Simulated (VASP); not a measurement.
# Cs6AlSb3 (P2_1/m) in VASP: electric field gradients with PBE

Aim: the electric field gradients of Cs6AlSb3 with PBE.

Everything below comes from runs of VASP 6.6.1. Logs are shortened: lines on timing, memory, paths and dates and some standing lists are left out, and cuts for length are marked.

## 1. The cell of the first run

Symmetry: P2_1/m, No. 11, monoclinic system. The conventional cell has a = 10.845 Å, b = 6.507 Å, c = 12.707 Å, α = 90.00°, β = 100.95°, γ = 90.00°. Within 5.1 Å of Cs (site symmetry m) lie 7 Cs at 3.88 to 4.42 Å and 2 Al at 3.93 Å and 5 Sb at 3.95 to 4.12 Å. Within 5.0 Å of Cs (site symmetry m) lie 4 Sb at 3.81 to 4.27 Å and 8 Cs at 3.97 to 4.59 Å. Within 5.0 Å of Cs (site symmetry m) lie 6 Cs at 3.82 to 4.70 Å and 6 Sb at 4.00 to 4.34 Å and 3 Al at 4.23 to 4.69 Å. Cs (site symmetry m) has 5 Sb at 3.87 to 4.25 Å and 7 Cs at 3.88 to 4.49 Å and 1 Al at 4.51 Å within 5.1 Å. Within 5.0 Å of Cs (site symmetry m) lie 4 Sb at 3.80 to 3.95 Å and 8 Cs at 3.95 to 4.59 Å. Cs (site symmetry m) has 6 Cs at 3.77 to 4.70 Å and 6 Sb at 3.96 to 4.30 Å and 3 Al at 4.25 to 4.62 Å within 4.9 Å. Al (site symmetry m) has 3 Sb at 2.62 to 2.67 Å within 3.5 Å. Sb (site symmetry m) has 1 Al at 2.67 Å within 3.5 Å.

## 2. Electric field gradients, PBE

INCAR

```
PREC = Accurate ; ENCUT = 520
EDIFF = 1E-8 ; ISMEAR = -1
SIGMA = 0.02 ; LREAL = Auto
LASPH = T ; NELM = 100
ALGO = Normal ; ISIF = 2
LWAVE = F ; LCHARG = F
GGA = PE ; LEFG = T
NBANDS = 88
```

KPOINTS

```
Automatic mesh
0
Gamma
  3 5 3
```

POSCAR

```
Cs6AlSb3
1.0
   10.8446000000      0.0000000000      0.0000000000
    0.0000000000      6.5069000000      0.0000000000
   -2.4137997492      0.0000000000     12.4760404589
Cs Al Sb
12 2 6
Direct
    0.6185900000      0.2500000000      0.1740900000
    0.3814100000      0.7500000000      0.8259100000
    0.2548800000      0.2500000000      0.2831400000
    0.7451200000      0.7500000000      0.7168600000
    0.9576300000      0.2500000000      0.4229800000
    0.0423700000      0.7500000000      0.5770200000
    0.5988500000      0.2500000000      0.8656800000
    0.4011500000      0.7500000000      0.1343200000
    0.6315800000      0.2500000000      0.5190400000
    0.3684200000      0.7500000000      0.4809600000
    0.9474500000      0.2500000000      0.0518000000
    0.0525500000      0.7500000000      0.9482000000
    0.8244000000      0.7500000000      0.2208600000
    0.1756000000      0.2500000000      0.7791400000
    0.6883300000      0.7500000000      0.3752600000
    0.3116700000      0.2500000000      0.6247400000
    0.0701300000      0.7500000000      0.2678900000
    0.9298700000      0.2500000000      0.7321100000
    0.7126300000      0.7500000000      0.0188300000
    0.2873700000      0.2500000000      0.9811700000
```

Potentials or basis: VASP PAW PBE potentials, release 64 (Cs_sv, Al, Sb).

On the command line:

```
cat potpaw_PBE.64/Cs_sv/POTCAR potpaw_PBE.64/Al/POTCAR potpaw_PBE.64/Sb/POTCAR > POTCAR
mpirun -np 1 vasp_std > vasp.out
```

OUTCAR:

```text
PREC = Accurate
   ENCUT = 520
   EDIFF = 1E-8
   ISMEAR = -1
   LREAL = Auto
   LASPH = T
   NELM = 100
   ISIF = 2
   GGA = PE

 ion  position               nearest neighbor table
   1  0.619  0.250  0.174-
   2  0.381  0.750  0.826-
   3  0.255  0.250  0.283-
   4  0.745  0.750  0.717-
   5  0.958  0.250  0.423-
   6  0.042  0.750  0.577-
   7  0.599  0.250  0.866-
   8  0.401  0.750  0.134-
   9  0.632  0.250  0.519-
  10  0.368  0.750  0.481-
  11  0.947  0.250  0.052-
  12  0.053  0.750  0.948-
  13  0.824  0.750  0.221-  17 2.62  19 2.62  15 2.67
  14  0.176  0.250  0.779-  18 2.62  20 2.62  16 2.67
  15  0.688  0.750  0.375-  13 2.67
  16  0.312  0.250  0.625-  14 2.67
  17  0.070  0.750  0.268-  13 2.62
  18  0.930  0.250  0.732-  14 2.62
  19  0.713  0.750  0.019-  13 2.62
  20  0.287  0.250  0.981-  14 2.62

  LATTYP: Found a simple monoclinic cell.
 ALAT       =    10.8446000000
 B/A-ratio  =     0.6000129097
 C/A-ratio  =     1.1717721262
 COS(beta)  =    -0.1899522915

  Lattice vectors:

 A1 = (  10.8446000000,   0.0000000000,   0.0000000000)
 A2 = (   0.0000000000,   6.5069000000,   0.0000000000)
 A3 = (  -2.4137997492,   0.0000000000,  12.4760404589)

Analysis of symmetry for initial positions (statically):
=====================================================================
 Subroutine PRICEL returns:
 Original cell was already a primitive cell.

 Routine SETGRP: Setting up the symmetry group for a
 simple monoclinic supercell.

 Subroutine GETGRP returns: Found  4 space group operations
 (whereof  2 operations were pure point group operations)
 out of a pool of  4 trial point group operations.

The static configuration has the point symmetry S_2 .
 The point group associated with its full space group is C_2h.

Analysis of symmetry for dynamics (positions and initial velocities):
=====================================================================
 Subroutine PRICEL returns:
 Original cell was already a primitive cell.

 Routine SETGRP: Setting up the symmetry group for a
 simple monoclinic supercell.

 Subroutine GETGRP returns: Found  4 space group operations
 (whereof  2 operations were pure point group operations)
 out of a pool of  4 trial point group operations.

The dynamic configuration has the point symmetry S_2 .
 The point group associated with its full space group is C_2h.

 Subroutine INISYM returns: Found  4 space group operations
 (whereof  2 operations are pure point group operations),
 and found     1 'primitive' translations

----------------------------------------------------------------------------------------

                                     Primitive cell

  volume of cell :     880.3684

  direct lattice vectors                    reciprocal lattice vectors
    10.844600000  0.000000000  0.000000000     0.092211792  0.000000000  0.017840660
     0.000000000  6.506900000  0.000000000     0.000000000  0.153683013  0.000000000
    -2.413799749  0.000000000 12.476040459     0.000000000  0.000000000  0.080153636

  length of vectors
    10.844600000  6.506900000 12.707400000     0.093921796  0.153683013  0.080153636

  position of ions in fractional coordinates (direct lattice)
     0.618590000  0.250000000  0.174090000
     0.381410000  0.750000000  0.825910000
     0.254880000  0.250000000  0.283140000
     0.745120000  0.750000000  0.716860000
     0.957630000  0.250000000  0.422980000
     0.042370000  0.750000000  0.577020000
[... 12 lines left out ...]
     0.712630000  0.750000000  0.018830000
     0.287370000  0.250000000  0.981170000

  ion indices of the primitive-cell ions
   primitive index   ion index
                 1           1
                 2           2
                 3           3
                 4           4
                 5           5
                 6           6
[... 12 lines left out ...]
                19          19
                20          20

----------------------------------------------------------------------------------------

 KPOINTS: Automatic mesh

Automatic generation of k-mesh.
 Grid dimensions read from file:
 generate k-points for:    3    5    3

[... 32 lines left out ...]
  0.000000  0.400000  0.333333      4.000000
  0.333333  0.400000  0.333333      4.000000
 -0.333333  0.400000  0.333333      4.000000
   k-points           NKPTS =     15   k-points in BZ     NKDIM =     15   number of bands    NBANDS=     88
   number of dos      NEDOS =    301   number of ions     NIONS =     20
   total plane-waves  NPLWV = 387072
   dimension x,y,z NGX =    84 NGY =   48 NGZ =   96
   dimension x,y,z NGXF=   168 NGYF=   96 NGZF=  192
   ions per type =              12   2   6
   NGX,Y,Z   is equivalent  to a cutoff of  12.88, 12.26, 12.56 a.u.
   NGXF,Y,Z  is equivalent  to a cutoff of  25.75, 24.53, 25.12 a.u.
 SYSTEM =  unknown system
   PREC   = accura    normal or accurate (medium, high low for compatibility)
   ISTART =      0    job   : 0-new  1-cont  2-samecut
   ICHARG =      2    charge: 1-file 2-atom 10-const
   ISPIN  =      1    spin polarized calculation?
   LNONCOLLINEAR =      F non collinear calculations
   LSORBIT =      F    spin-orbit coupling
   LASPH  =      T    aspherical Exc in radial PAW
   ENCUT  =  520.0 eV  38.22 Ry    6.18 a.u.  20.16 12.10 23.63*2*pi/ulx,y,z
   NELM   =    100;   NELMIN=  2; NELMDL= -5     # of ELM steps
   EDIFF  = 0.1E-07   stopping-criterion for ELM
   LREAL  =      T    real-space projection
   EDIFFG = 0.1E-06   stopping-criterion for IOM
   NSW    =      0    number of steps for IOM
   IBRION =     -1    ionic relax: 0-MD 1-quasi-New 2-CG
   NFREE  =      0    steps in history (QN), initial steepest desc. (CG)
   ISIF   =      2    stress and relaxation
   ISYM   =      2    0-nonsym 1-usesym 2-fastsym
   POTIM  = 0.5000    time-step for ionic-motion
   TEBEG  =    0.0;   TEEND  =   0.0 temperature during run
   PSTRESS=    0.0 pullay stress
   NELECT =     144.0000    total number of electrons
   NUPDOWN=      -1.0000    fix difference up-down
   EMIN   =  10.00;   EMAX   =-10.00  energy-range for DOS
   EFERMI =   0.00;   METHOD = LEGACY
   ISMEAR =    -1;   SIGMA  =   0.02  broadening in eV -4-tet -1-fermi 0-gaus
   EFERMI_NEDOS =   21; number of points for ismear=-14 and -15
   IALGO  =     38    algorithm
   IMIX   =      4    mixing-type and parameters
     AMIX     =   0.40;   BMIX     =  1.00
     AMIX_MAG =   1.60;   BMIX_MAG =  1.00
  volume/ion in A,a.u.               =      44.02       297.05
  Fermi-wavevector in a.u.,A,eV,Ry     =   0.895312  1.691893 10.906195  0.801583
  Thomas-Fermi vector in A             =   2.017627
   LORBIT       =      0    0 simple, 1 ext, 2 COOP (PROOUT), +10 PAW based schemes
   GGA     = PE    functional components
   LHFCALC =     F    Hartree Fock is set to
   AEXX    =    0.0000 exact exchange contribution
   IVDW    =     0    specifies the selected vdW correction
   LEPSILON=     F    determine dielectric tensor
   LRPA    =     F    only Hartree local field effects (RPA)
 non-spin polarized calculation
  energy-cutoff  :      520.00
  volume of cell :      880.37
 maximum number of plane-waves:     23749
 NGX is ok and might be reduce to    84
   NGX = 41   NGY = 25   NGZ = 47

 number of electron     144.0000015 magnetization

 Free energy of the ion-electron system (eV)
  ---------------------------------------------------
  ext. energy  EPLUGINS =         0.00000000
  ---------------------------------------------------
  free energy    TOTEN  =       -50.88629789 eV

  energy without entropy =      -50.88629789  energy(sigma->0) =      -50.88629789

 E-fermi :   3.2539     XC(G=0):  -8.0613

 val. band max:        2.8988381824   @ k =   0.3333   0.0000   0.0000
 cond. band min:       3.5938692246   @ k =   0.0000   0.0000   0.0000
 fundamental gap:      0.6950310422
 Fermi energy:         3.2538949450

 k-point     1 :       0.0000    0.0000    0.0000
  band No.  band energies     occupation
      1     -20.0871      2.00000
      2     -20.0800      2.00000
      3     -19.8949      2.00000
      4     -19.8544      2.00000
      5     -19.7944      2.00000
      6     -19.7549      2.00000
[... 1294 lines left out ...]
     83       5.4734      0.00000
     84       5.5191      0.00000
 [bands above 84 left out]

------------------------ aborting loop because EDIFF is reached ----------------------------------------

  FORCE on cell =-STRESS in cart. coord.  units (eV):
  Direction    XX          YY          ZZ          XY          YZ          ZX
  --------------------------------------------------------------------------------------
  -------------------------------------------------------------------------------------
  Total        5.6982911      4.1489972      5.3501514      0.0000000      0.0000000     -0.1347254
  in kB       10.3702868      7.5507358      9.7367095      0.0000000      0.0000000     -0.2451860
  external PRESSURE =       9.2192440 kB  Pullay stress =       0.0000000 kB

 VOLUME and BASIS-vectors are now :
 -----------------------------------------------------------------------------
  energy-cutoff  :      520.00
  volume of cell :      880.37
      direct lattice vectors                 reciprocal lattice vectors
    10.844600000  0.000000000  0.000000000     0.092211792  0.000000000  0.017840660
     0.000000000  6.506900000  0.000000000     0.000000000  0.153683013  0.000000000
    -2.413799749  0.000000000 12.476040459     0.000000000  0.000000000  0.080153636

 POSITION                                       TOTAL-FORCE (eV/Angst)
 -----------------------------------------------------------------------------------
      6.28814      1.62672      2.17195         0.013390      0.000000      0.029365
      2.14266      4.88017     10.30409        -0.013390     -0.000000     -0.029365
      2.08063      1.62672      3.53247        -0.007623      0.000000     -0.005329
      6.35017      4.88017      8.94357         0.007623      0.000000      0.005329
      9.36413      1.62672      5.27712        -0.004475      0.000000     -0.032377
     -0.93333      4.88017      7.19892         0.004475     -0.000000      0.032377
[... 12 lines left out ...]
      7.68274      4.88017      0.23492        -0.029287      0.000000     -0.191036
      0.74806      1.62672     12.24112         0.029287      0.000000      0.191036
 -----------------------------------------------------------------------------------
    total drift:                               -0.000000     -0.000000      0.000000

  FREE ENERGIE OF THE ION-ELECTRON SYSTEM (eV)
  ---------------------------------------------------
  free  energy   TOTEN  =       -50.8862978869 eV

  energy  without entropy=      -50.8862978855  energy(sigma->0) =      -50.88629789

 Electric field gradients (V/A^2)
---------------------------------------------------------------------
 ion       V_xx      V_yy      V_zz      V_xy      V_xz      V_yz
---------------------------------------------------------------------
   1      88.483   -86.418    -2.065    -0.000   -29.784     0.000
   2      88.483   -86.418    -2.065     0.000   -29.784    -0.000
   3      84.573   -27.878   -56.695    -0.000    28.091    -0.000
   4      84.573   -27.878   -56.695     0.000    28.091    -0.000
   5      28.064   -18.311    -9.753    -0.000     6.000     0.000
   6      28.064   -18.311    -9.753    -0.000     6.000    -0.000
[... 12 lines left out ...]
  19    -112.850    16.993    95.858    -0.000    57.742    -0.000
  20    -112.850    16.993    95.858    -0.000    57.742     0.000
---------------------------------------------------------------------

 Electric field gradients after diagonalization (V/A^2)
 (convention: |V_zz| > |V_xx| > |V_yy|)
----------------------------------------------------------------------
 ion       V_xx      V_yy      V_zz     asymmetry (V_yy - V_xx)/ V_zz
----------------------------------------------------------------------
   1     -86.418   -10.984    97.402       0.774
   2     -86.418   -10.984    97.402       0.774
   3     -62.076   -27.878    89.954       0.380
   4     -62.076   -27.878    89.954       0.380
   5     -18.311   -10.683    28.993       0.263
   6     -18.311   -10.683    28.993       0.263
[... 12 lines left out ...]
  19     110.768    16.993  -127.760       0.734
  20     110.768    16.993  -127.760       0.734
----------------------------------------------------------------------

           NMR quadrupolar parameters

 Cq : quadrupolar parameter    Cq=e*Q*V_zz/h
 eta: asymmetry parameters     (V_yy - V_xx)/ V_zz
 Q  : nuclear electric quadrupole moment in mb (millibarn)
----------------------------------------------------------------------
 ion       Cq(MHz)       eta       Q (mb)
----------------------------------------------------------------------
   1       0.236       0.774       1.000
   2       0.236       0.774       1.000
   3       0.218       0.380       1.000
   4       0.218       0.380       1.000
   5       0.070       0.263       1.000
   6       0.070       0.263       1.000
[... 12 lines left out ...]
  19      -0.309       0.734       1.000
  20      -0.309       0.734       1.000
----------------------------------------------------------------------
```

It took 17 min on 1 thread of Intel Xeon 6975P-C (Granite Rapids), shared host; peak memory 1.2 GiB.

Results:

```yaml
Free_energy: -50.8863 eV
Pressure: 0.9 GPa
Largest_force: 0.193 eV/Å
Band_gap_on_the_k_mesh: 0.70 eV (least direct gap 0.81 eV)
Largest_electric_field_gradient_by_atom: Cs +97.4, +90.0, +29.0, -59.5, +32.2, -13.4 (each value once); Al +41.5; Sb +93.0, -121.6, -127.8 (each value once) V/Å²
```

Forces in eV/Å, atoms in the order of the input:
```
Cs   0.013  0.000  0.029
Cs  -0.013  0.000 -0.029
Cs  -0.008  0.000 -0.005
Cs   0.008  0.000  0.005
Cs  -0.004  0.000 -0.032
Cs   0.004  0.000  0.032
Cs  -0.006  0.000 -0.010
Cs   0.006  0.000  0.010
Cs  -0.008  0.000 -0.012
Cs   0.008  0.000  0.012
Cs  -0.017  0.000  0.020
Cs   0.017  0.000 -0.020
Al  -0.018  0.000  0.046
Al   0.018  0.000 -0.046
Sb  -0.076  0.000  0.103
Sb   0.076  0.000 -0.103
Sb   0.159  0.000  0.032
Sb  -0.159  0.000 -0.032
Sb  -0.029  0.000 -0.191
Sb   0.029  0.000  0.191
```

Electric field gradients, principal values (V/Å²):
| atom | least | middle | greatest (by size) |
| --- | --- | --- | --- |
| 1 Cs | -10.984 | -86.418 | 97.402 |
| 2 Cs | -10.984 | -86.418 | 97.402 |
| 3 Cs | -27.878 | -62.076 | 89.954 |
| 4 Cs | -27.878 | -62.076 | 89.954 |
| 5 Cs | -10.683 | -18.311 | 28.993 |
| 6 Cs | -10.683 | -18.311 | 28.993 |
| 7 Cs | 24.356 | 35.109 | -59.465 |
| 8 Cs | 24.356 | 35.109 | -59.465 |
| 9 Cs | -10.825 | -21.383 | 32.208 |
| 10 Cs | -10.825 | -21.383 | 32.208 |
| 11 Cs | 2.235 | 11.121 | -13.356 |
| 12 Cs | 2.235 | 11.121 | -13.356 |
| 13 Al | -17.818 | -23.685 | 41.503 |
| 14 Al | -17.818 | -23.685 | 41.503 |
| 15 Sb | -0.285 | -92.719 | 93.003 |
| 16 Sb | -0.285 | -92.719 | 93.003 |
| 17 Sb | 34.493 | 87.092 | -121.585 |
| 18 Sb | 34.493 | 87.092 | -121.585 |
| 19 Sb | 16.993 | 110.768 | -127.760 |
| 20 Sb | 16.993 | 110.768 | -127.760 |

Caveat: semilocal functionals underestimate gaps, and a narrow one can read as zero; without QUAD_EFG the Cq values of the log hold for a quadrupole moment of 1 mb, not for the nuclei; spin-orbit coupling is left out, which moves the levels of the heavy elements.
